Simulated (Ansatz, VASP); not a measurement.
## C in VASP and in Ansatz

```
C
1.0
     1.22805   -2.12706    0.00000
     1.22805    2.12706    0.00000
     0.00000    0.00000    7.17327
C
4
Cartesian
  1.2280 1.7724 5.4025
  1.2280 -0.3547 1.7708
  1.2280 -1.7724 1.7708
  1.2280 0.3547 5.4025
```

Alike in both runs: task single point; functional PBE; k mesh 24 × 24 × 8; occupations gaussian, width 0.1 eV; no spin polarisation.

```csv
,VASP,Ansatz
version,VASP 6.6.1,Ansatz 0.2.0
potentials or method,"VASP PAW PBE potentials, release 64 (C), cutoff 520 eV","scalar-relativistic, plane waves, PAW"
valence electrons in the cell,16,16
```

Ansatz gave:

| Property | Result |
| --- | --- |
| gap on the k mesh at the Fermi level (eV) | 0.02 |
| least direct gap on the mesh (eV) | 0.02 |
| pressure (GPa) | 3.7 |
| traceless stress, the component that is largest in VASP (GPa) | -2.03 |
| rms of the force components (eV/Å) | 0.015 |

Problem. Estimate VASP's values.

Solution. gap on the k mesh at the Fermi level (eV): 0.02; least direct gap on the mesh (eV): 0.02; pressure (GPa): 4.2; traceless stress, the component that is largest in VASP (GPa): -2.53; rms of the force components (eV/Å): 0.015.

Atom by atom the forces differ by 0.000 eV/Å (rms over components).
